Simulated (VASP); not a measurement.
A run of VASP 6.6.1 is set up as follows.

The input INCAR:

```
PREC = Accurate
ENCUT = 520
EDIFF = 1E-6
ISMEAR = 1
SIGMA = 0.3
LREAL = False
LASPH = True
NELM = 60
ALGO = Normal
ISIF = 2
LWAVE = False
LCHARG = False
GGA = PS
NBANDS = 28
```

File KPOINTS:

```
Automatic mesh
0
Gamma
  4 4 4
```

File POSCAR:

```
Ba
1.0
   -4.1311947500      4.1311947500      3.8367706500
    4.1311947500     -4.1311947500      3.8367706500
    4.1311947500      4.1311947500     -3.8367706500
Ba
4
Direct
    0.8181421100      0.6818578900      0.5000000000
    0.1818578900      0.3181421100      0.5000000000
    0.3181421100      0.8181421100      0.1362842200
    0.6818578900      0.1818578900      0.8637157800
```

Potentials or basis: VASP PAW PBE potentials, release 64 (Ba_sv).

The run is started by

```console
$ cat potpaw_PBE.64/Ba_sv/POTCAR > POTCAR
$ mpirun -np 1 vasp_std > vasp.out
```

Problem. Estimate the largest force.

Solution. 0.118 eV/Å.

Problem. Estimate the band gap on the k mesh.

Solution. Zero (bands 20 and 21 overlap by 0.23 eV).

Problem. Predict the pressure.

Solution. -0.7 GPa.

Forces in eV/Å, atoms in the order of the input:
```
Ba  -0.084  0.084  0.000
Ba   0.084 -0.084  0.000
Ba   0.084  0.084  0.000
Ba  -0.084 -0.084  0.000
```

Caveat: so wide a smearing shifts energies and pressures; the PAW data sets were made with another functional, which shifts forces and pressure a little; spin-orbit coupling is left out, which moves the levels of the heavy elements.
